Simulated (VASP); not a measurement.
# Te2Mo in VASP: settings compared

The runs below take Te2Mo through relaxation of cell and atoms, single point, with PBEsol, PBE+D4, PBEsol+D3(BJ).

Everything below comes from runs of VASP 6.6.1. Logs are shortened: lines on timing, memory, paths and dates and some standing lists are left out, and cuts for length are marked.

### 1 The cell of the first run

The cell holds a slab with vacuum, 9 atoms: a = 3.562 Å, b = 3.562 Å, c = 31.563 Å, α = 90.00°, β = 90.00°, γ = 120.00°.

### 2 Relaxation of cell and atoms, PBEsol

INCAR reads:

```
SYSTEM = Te2Mo
PREC = Accurate
ENCUT = 600
EDIFF = 1E-6
ISMEAR = -1
SIGMA = 0.05
LREAL = .FALSE.
LASPH = .TRUE.
NELM = 80
ALGO = Normal
ISIF = 3
LWAVE = .FALSE.
LCHARG = .FALSE.
GGA = PS
IBRION = 2
NSW = 60
EDIFFG = -0.01
```

KPOINTS reads:

```
regular mesh
0
G
  7 7 1
  0 0 0
```

POSCAR reads:

```
Te2Mo
1.0
    3.5624185427      0.0000000000      0.0000000000
   -1.7812092714      3.0851449569      0.0000000000
    0.0000000000      0.0000000000     31.5632657400
Te Mo
6 3
Direct
    0.0000000000      0.0000000000      0.0567620800
    0.3333333333      0.6666666667      0.2889862200
    0.3333333333      0.6666666667      0.8244042500
    0.3333333333      0.6666666667      0.1755957500
    0.3333333333      0.6666666667      0.7110137800
    0.0000000000      0.0000000000      0.9432379200
    0.3333333333      0.6666666667      0.0000000000
    0.0000000000      0.0000000000      0.2323060100
    0.0000000000      0.0000000000      0.7676939900
```

Potentials or basis: VASP PAW PBE potentials, release 64 (Te, Mo_sv).

Started as:

```console
> cat potpaw_PBE.64/Te/POTCAR potpaw_PBE.64/Mo_sv/POTCAR > POTCAR
> mpirun -np 1 vasp_std > vasp.out
```

OUTCAR:

```text
SYSTEM = Te2Mo
   PREC = Accurate
   ENCUT = 600
   EDIFF = 1E-6
   ISMEAR = -1
   LREAL = .FALSE.
   LASPH = .TRUE.
   NELM = 80
   ISIF = 3
   GGA = PS
   IBRION = 2
   NSW = 60
   EDIFFG = -0.01

 ion  position               nearest neighbor table
   1  0.000  0.000  0.057-   7 2.73   7 2.73   7 2.73   6 3.58
   2  0.333  0.667  0.289-   8 2.73   8 2.73   8 2.73   4 3.58
   3  0.333  0.667  0.824-   9 2.73   9 2.73   9 2.73   5 3.58
   4  0.333  0.667  0.176-   8 2.73   8 2.73   8 2.73   2 3.58
   5  0.333  0.667  0.711-   9 2.73   9 2.73   9 2.73   3 3.58
   6  0.000  0.000  0.943-   7 2.73   7 2.73   7 2.73   1 3.58
   7  0.333  0.667  0.000-   1 2.73   6 2.73   1 2.73   6 2.73   1 2.73   6 2.73
   8  0.000  0.000  0.232-   2 2.73   2 2.73   2 2.73   4 2.73   4 2.73   4 2.73
   9  0.000  0.000  0.768-   5 2.73   5 2.73   5 2.73   3 2.73   3 2.73   3 2.73

  LATTYP: Found a hexagonal cell.
 ALAT       =     3.5624185427
 C/A-ratio  =     8.8600666546

  Lattice vectors:

 A1 = (   3.5624185427,   0.0000000000,   0.0000000000)
 A2 = (  -1.7812092714,   3.0851449569,   0.0000000000)
 A3 = (   0.0000000000,   0.0000000000,  31.5632657400)

Analysis of symmetry for initial positions (statically):
=====================================================================
 Subroutine PRICEL returns:
 Original cell was already a primitive cell.

 Routine SETGRP: Setting up the symmetry group for a
 hexagonal supercell.

 Subroutine GETGRP returns: Found 12 space group operations
 (whereof 12 operations were pure point group operations)
 out of a pool of 24 trial point group operations.

The static configuration has the point symmetry D_3h.

Analysis of symmetry for dynamics (positions and initial velocities):
=====================================================================
 Subroutine PRICEL returns:
 Original cell was already a primitive cell.

 Routine SETGRP: Setting up the symmetry group for a
 hexagonal supercell.

 Subroutine GETGRP returns: Found 12 space group operations
 (whereof 12 operations were pure point group operations)
 out of a pool of 24 trial point group operations.

The dynamic configuration has the point symmetry D_3h.

 Subroutine INISYM returns: Found 12 space group operations
 (whereof 12 operations are pure point group operations),
 and found     1 'primitive' translations

----------------------------------------------------------------------------------------

                                     Primitive cell

  volume of cell :     346.8985

  direct lattice vectors                    reciprocal lattice vectors
     3.562418543  0.000000000  0.000000000     0.280708173  0.162066939  0.000000000
    -1.781209271  3.085144957  0.000000000     0.000000000  0.324133878  0.000000000
     0.000000000  0.000000000 31.563265740     0.000000000  0.000000000  0.031682400

  length of vectors
     3.562418543  3.562418543 31.563265740     0.324133878  0.324133878  0.031682400

  position of ions in fractional coordinates (direct lattice)
     0.000000000  0.000000000  0.056762080
     0.333333333  0.666666667  0.288986220
     0.333333333  0.666666667  0.824404250
     0.333333333  0.666666667  0.175595750
     0.333333333  0.666666667  0.711013780
     0.000000000  0.000000000  0.943237920
     0.333333333  0.666666667  0.000000000
     0.000000000  0.000000000  0.232306010
     0.000000000  0.000000000  0.767693990

  ion indices of the primitive-cell ions
   primitive index   ion index
                 1           1
                 2           2
                 3           3
                 4           4
                 5           5
                 6           6
                 7           7
                 8           8
                 9           9

----------------------------------------------------------------------------------------

 KPOINTS: regular mesh

Automatic generation of k-mesh.
 Grid dimensions read from file:
 generate k-points for:    7    7    1

 Generating k-lattice:

  Cartesian coordinates                     Fractional coordinates (reciprocal lattice)
     0.040101168  0.023152420  0.000000000     0.142857143  0.000000000  0.000000000
     0.000000000  0.046304840  0.000000000     0.000000000  0.142857143  0.000000000
     0.000000000  0.000000000  0.031682400     0.000000000  0.000000000  1.000000000

  Length of vectors
     0.046304840  0.046304840  0.031682400

  Shift w.r.t. Gamma in fractional coordinates (k-lattice)
     0.000000000  0.000000000  0.000000000

 Subroutine IBZKPT returns following result:
 ===========================================

 Found      8 irreducible k-points:

 Following reciprocal coordinates:
            Coordinates               Weight
  0.000000  0.000000  0.000000      1.000000
  0.142857  0.000000  0.000000      6.000000
  0.285714  0.000000  0.000000      6.000000
  0.428571 -0.000000  0.000000      6.000000
  0.142857  0.142857  0.000000      6.000000
  0.285714  0.142857  0.000000     12.000000
  0.428571  0.142857  0.000000      6.000000
  0.285714  0.285714  0.000000      6.000000
   k-points           NKPTS =      8   k-points in BZ     NKDIM =      8   number of bands    NBANDS=     46
   number of dos      NEDOS =    301   number of ions     NIONS =      9
   total plane-waves  NPLWV = 197568
   dimension x,y,z NGX =    28 NGY =   28 NGZ =  252
   dimension x,y,z NGXF=    56 NGYF=   56 NGZF=  504
   ions per type =               6   3
   NGX,Y,Z   is equivalent  to a cutoff of  13.07, 13.07, 13.27 a.u.
   NGXF,Y,Z  is equivalent  to a cutoff of  26.13, 26.13, 26.55 a.u.
 SYSTEM =  Te2Mo
   PREC   = accura    normal or accurate (medium, high low for compatibility)
   ISTART =      0    job   : 0-new  1-cont  2-samecut
   ICHARG =      2    charge: 1-file 2-atom 10-const
   ISPIN  =      1    spin polarized calculation?
   LNONCOLLINEAR =      F non collinear calculations
   LSORBIT =      F    spin-orbit coupling
   LASPH  =      T    aspherical Exc in radial PAW
   ENCUT  =  600.0 eV  44.10 Ry    6.64 a.u.   7.12  7.12 63.04*2*pi/ulx,y,z
   NELM   =     80;   NELMIN=  2; NELMDL= -5     # of ELM steps
   EDIFF  = 0.1E-05   stopping-criterion for ELM
   LREAL  =      F    real-space projection
   EDIFFG = -.1E-01   stopping-criterion for IOM
   NSW    =     60    number of steps for IOM
   IBRION =      2    ionic relax: 0-MD 1-quasi-New 2-CG
   NFREE  =      1    steps in history (QN), initial steepest desc. (CG)
   ISIF   =      3    stress and relaxation
   ISYM   =      2    0-nonsym 1-usesym 2-fastsym
   POTIM  = 0.5000    time-step for ionic-motion
   TEBEG  =    0.0;   TEEND  =   0.0 temperature during run
   PSTRESS=    0.0 pullay stress
   NELECT =      78.0000    total number of electrons
   NUPDOWN=      -1.0000    fix difference up-down
   EMIN   =  10.00;   EMAX   =-10.00  energy-range for DOS
   EFERMI =   0.00;   METHOD = LEGACY
   ISMEAR =    -1;   SIGMA  =   0.05  broadening in eV -4-tet -1-fermi 0-gaus
   EFERMI_NEDOS =   21; number of points for ismear=-14 and -15
   IALGO  =     38    algorithm
   IMIX   =      4    mixing-type and parameters
     AMIX     =   0.40;   BMIX     =  1.00
     AMIX_MAG =   1.60;   BMIX_MAG =  1.00
  volume/ion in A,a.u.               =      38.54       260.11
  Fermi-wavevector in a.u.,A,eV,Ry     =   0.995495  1.881212 13.483501  0.991009
  Thomas-Fermi vector in A             =   2.127518
   LORBIT       =      0    0 simple, 1 ext, 2 COOP (PROOUT), +10 PAW based schemes
   GGA     = PS    functional components
   LHFCALC =     F    Hartree Fock is set to
   AEXX    =    0.0000 exact exchange contribution
   IVDW    =     0    specifies the selected vdW correction
   LEPSILON=     F    determine dielectric tensor
   LRPA    =     F    only Hartree local field effects (RPA)
 conjugate gradient relaxation of ions
 non-spin polarized calculation
  energy-cutoff  :      600.00
  volume of cell :      346.90
 maximum number of plane-waves:     11619
   NGX = 15   NGY = 15   NGZ =127

--------------------------------------- Ionic step        1  -------------------------------------------

 number of electron      78.0000002 magnetization

 Free energy of the ion-electron system (eV)
  ---------------------------------------------------
  ext. energy  EPLUGINS =         0.00000000
  ---------------------------------------------------
  free energy    TOTEN  =       -58.89016240 eV

  energy without entropy =      -58.89015826  energy(sigma->0) =      -58.89016033

------------------------ aborting loop because EDIFF is reached ----------------------------------------

  FORCE on cell =-STRESS in cart. coord.  units (eV):
  Direction    XX          YY          ZZ          XY          YZ          ZX
  --------------------------------------------------------------------------------------
  -------------------------------------------------------------------------------------
  Total       -4.8501537     -4.8501537     -2.1933547      0.0000000      0.0000000     -0.0000000
  in kB      -22.4008056    -22.4008056    -10.1301763      0.0000000      0.0000000     -0.0000000
  external PRESSURE =     -18.3105958 kB  Pullay stress =       0.0000000 kB
[... 110 lines left out ...]
  FREE ENERGIE OF THE ION-ELECTRON SYSTEM (eV)
  ---------------------------------------------------
  free  energy   TOTEN  =       -58.9576049553 eV

  energy  without entropy=      -58.9576023381  energy(sigma->0) =      -58.95760365

[... ionic steps 4 to 15 ...]

--------------------------------------- Ionic step       16  -------------------------------------------

 number of electron      78.0000000 magnetization

------------------------ aborting loop because EDIFF is reached ----------------------------------------

  FORCE on cell =-STRESS in cart. coord.  units (eV):
  Direction    XX          YY          ZZ          XY          YZ          ZX
  --------------------------------------------------------------------------------------
  -------------------------------------------------------------------------------------
  Total       -0.1466605     -0.1466605      0.0665659      0.0000000     -0.0000000     -0.0000000
  in kB       -0.7356795     -0.7356795      0.3339086      0.0000000     -0.0000000     -0.0000000
  external PRESSURE =      -0.3791502 kB  Pullay stress =       0.0000000 kB
[... 71 lines left out ...]
  energy  without entropy=      -59.0140280893  energy(sigma->0) =      -59.01403460

--------------------------------------- Ionic step       18  -------------------------------------------

 number of electron      78.0000001 magnetization

 Free energy of the ion-electron system (eV)
  ---------------------------------------------------
  ext. energy  EPLUGINS =         0.00000000
  ---------------------------------------------------
  free energy    TOTEN  =       -59.01414092 eV

  energy without entropy =      -59.01412813  energy(sigma->0) =      -59.01413452

 E-fermi :   4.6080     XC(G=0):  -7.7400

 val. band max:        4.1755615089   @ k =   0.0000   0.0000   0.0000
 cond. band min:       5.1439503292   @ k =   0.2857   0.1429   0.0000
 fundamental gap:      0.9683888204
 Fermi energy:         4.6079599783

 k-point     1 :       0.0000    0.0000    0.0000
  band No.  band energies     occupation
      1     -56.4728      2.00000
      2     -56.4701      2.00000
      3     -56.4701      2.00000
      4     -30.6840      2.00000
      5     -30.6829      2.00000
      6     -30.6828      2.00000
[... 417 lines left out ...]
  FREE ENERGIE OF THE ION-ELECTRON SYSTEM (eV)
  ---------------------------------------------------
  free  energy   TOTEN  =       -59.0141409196 eV

  energy  without entropy=      -59.0141281279  energy(sigma->0) =      -59.01413452

 reached required accuracy - stopping structural energy minimisation
```

Wall time 49 min (1 thread of Intel Xeon 6975P-C, shared host); peak memory 0.58 GiB.

What came out:

- Free energy: -59.0141 eV
- Relaxed cell: a = 3.493 Å, b = 3.493 Å, c = 30.185 Å, α = 90.00°, β = 90.00°, γ = 120.00°
- Space group after relaxing (to 0.05 Å): P-6m2 (No. 187)
- Energy gained by relaxing: 13.8 meV/atom
- Ionic steps: 18
- Largest force after relaxing: 0.006 eV/Å
- Band gap on the k mesh: 0.97 eV, indirect (least direct gap 1.35 eV)

Forces in eV/Å, atoms in the order of the input:
```
Te   0.000  0.000 -0.006
Te   0.000  0.000  0.005
Te   0.000  0.000  0.001
Te   0.000  0.000 -0.001
Te   0.000  0.000 -0.005
Te   0.000  0.000  0.006
Mo   0.000  0.000  0.000
Mo   0.000  0.000  0.002
Mo   0.000  0.000 -0.002
```

The path:
```csv
step,energy change (eV),largest force (eV/Å),pressure (GPa),volume (Å³)
1,0.0000,0.1496,-1.83,346.90
2,0.0254,0.8051,2.75,325.23
3,-0.0674,0.3154,0.12,336.66
4,-0.0924,0.0755,-0.04,334.28
5,-0.0924,0.0709,-0.04,334.23
6,-0.0940,0.0761,-0.07,333.83
7,-0.0984,0.0903,-0.10,332.61
8,-0.1059,0.1192,-0.17,330.16
9,-0.1145,0.2910,-0.26,325.25
10,-0.1153,0.2797,-0.25,324.97
11,-0.1174,0.2459,-0.19,324.14
12,-0.1206,0.1784,-0.08,322.48
13,-0.1229,0.0953,0.15,319.17
14,-0.1230,0.0987,0.14,319.42
15,-0.1235,0.0603,0.06,319.41
16,-0.1238,0.0225,-0.04,319.40
17,-0.1239,0.0183,-0.03,319.31
18,-0.1240,0.0058,0.01,319.02
```

Final structure:
```xyz
9
Lattice="3.4934 0.0000 0.0000 -1.7467 3.0254 0.0000 0.0000 0.0000 30.1855" Properties=species:S:1:pos:R:3 pbc="T T T"
Te    0.0000    0.0000    1.8078
Te    0.0000    2.0169    8.7851
Te    0.0000    2.0169   25.0119
Te    0.0000    2.0169    5.1735
Te    0.0000    2.0169   21.4004
Te    3.4934    0.0000   28.3776
Mo    0.0000    2.0169    0.0000
Mo    0.0000    0.0000    6.9818
Mo    0.0000    0.0000   23.2036
```

Caveat: the PAW data sets were made with another functional, which shifts forces and pressure a little; spin-orbit coupling is left out, which moves the levels of the heavy elements.

(Part 1 of 2 ends here.)
